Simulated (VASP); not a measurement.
Write the native input for VASP 6.6.1 that does the following.

| Quantity | Value |
| --- | --- |
| Task | single point |
| Functional | r2SCAN |
| Potentials or basis | VASP PAW PBE potentials, release 64 (Sn_d, O) |
| Cutoff | 520 eV |
| k mesh | 10 × 10 × 10 |
| Occupations | gaussian, width 0.05 eV |
| Spin | no spin polarisation |
| Dipole correction | no |
| Further INCAR settings | ALGO = Normal; EDIFF = 1e-07; NBANDS = 35 |

The system is SnO2.

```xyz
6
Lattice="-2.0001 2.0001 5.1237 2.0001 -2.0001 5.1237 2.0001 2.0001 -5.1237" Properties=species:S:1:pos:R:3 pbc="T T T"
Sn    0.0000    2.0616    2.6407
Sn    0.0000    0.0000    0.0000
O     0.0000    0.0000    8.1623
O     0.0000    2.0001    4.6469
O     0.0000    0.0000    2.0851
O     0.0000    2.0001    0.4767
```

This cell differs from its parent crystal: atom 1 (Sn) moved -0.100 Å towards its neighbour atom 2 (Sn) at 3.250 Å.

One way to write it, as run:

POSCAR

```
SnO2
1.0
   -2.0000686112      2.0000686112      5.1236788559
    2.0000686112     -2.0000686112      5.1236788559
    2.0000686112      2.0000686112     -5.1236788559
Sn O
2 4
Direct
    0.7730760539      0.2576920180      0.5153840359
    0.0000000000      0.0000000000      0.0000000000
    0.7965225900      0.7965225900      0.0000000000
    0.9534774100      0.4534774100      0.5000000000
    0.2034774100      0.2034774100      0.0000000000
    0.5465225900      0.0465225900      0.5000000000
```

INCAR.step1

```
ALGO = Normal
EDIFF = 1E-4
ENCUT = 520
GGA = PE
ISMEAR = 0
LASPH = True
LCHARG = False
LREAL = False
LWAVE = True
NBANDS = 35
NELM = 100
PREC = Accurate
SIGMA = 0.05
```

INCAR.step2

```
ALGO = Normal
EDIFF = 1E-7
ENCUT = 520
ISIF = 2
ISMEAR = 0
ISTART = 1
LASPH = True
LCHARG = False
LMIXTAU = True
LREAL = False
LWAVE = False
METAGGA = R2SCAN
NBANDS = 35
NELM = 100
PREC = Accurate
SIGMA = 0.05
```

KPOINTS

```
k-points
0
Gamma
  10 10 10
```

Potentials or basis: VASP PAW PBE potentials, release 64 (Sn_d, O).

Command:

```console
$ cat potpaw_PBE.64/Sn_d/POTCAR potpaw_PBE.64/O/POTCAR > POTCAR
$ cp INCAR.step1 INCAR
$ mpirun -np 1 vasp_std > vasp.out
$ cp INCAR.step2 INCAR
$ mpirun -np 1 vasp_std > vasp.out
```

It gave:

```
Pressure               : 0.8 GPa
Largest force          : 2.326 eV/Å
Band gap on the k mesh : 2.28 eV (least direct gap 2.52 eV)
```

Caveat: the cell differs from its parent crystal (atom 1 (Sn) moved -0.100 Å towards its neighbour atom 2 (Sn) at 3.250 Å); the stress differs along the axes, from -2 to 4 GPa; the PAW data sets were made with another functional, which shifts forces and pressure a little; spin-orbit coupling is left out, which moves the levels of the heavy elements.

Wall time 3 h on 1 thread of Oxide Virtual Turin-like Processor (shared host), peak memory 0.77 GiB.
